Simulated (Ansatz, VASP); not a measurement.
## AlRh: VASP beside Ansatz

```
Al Rh
1.0
     2.97732    0.00000    0.00000
     0.00000    3.06664    0.00000
     0.00000    0.00000    2.97732
Al Rh
1 1
Cartesian
  0.0000 0.0000 0.0000
  1.4887 1.5333 1.4887
```

Change from the starting cell: strain +0.0300 x Voigt [0, 1, 0, 0, 0, 0], atoms carried along.

Alike in both runs: task single point; functional LDA; k mesh 16 × 16 × 16; occupations gaussian, width 0.15 eV; no spin polarisation.

```csv
,VASP,Ansatz
version,VASP 6.6.1,Ansatz 0.2.0
potentials or method,"VASP PAW LDA potentials, release 64 (Al, Rh_pv), cutoff 520 eV","scalar-relativistic, plane waves, PAW"
valence electrons in the cell,18,20
```

VASP gave:

* gap on the k mesh at the Fermi level (eV): none
* pressure (GPa): -10.9
* traceless stress, the component that is largest in VASP (GPa): -2.11

Q: Which values does Ansatz return?

A: gap on the k mesh at the Fermi level (eV): none; pressure (GPa): -11.4; traceless stress, the component that is largest in VASP (GPa): -2.08.

LDA's correlation is that of Perdew and Zunger in VASP and of Perdew and Wang (1992) in Ansatz. A gap of «none» marks a metal or a gap that the smearing closes. VASP's potentials hold 18 valence electrons a cell and Ansatz's 20, so a difference there can come from the potentials and not from the codes.
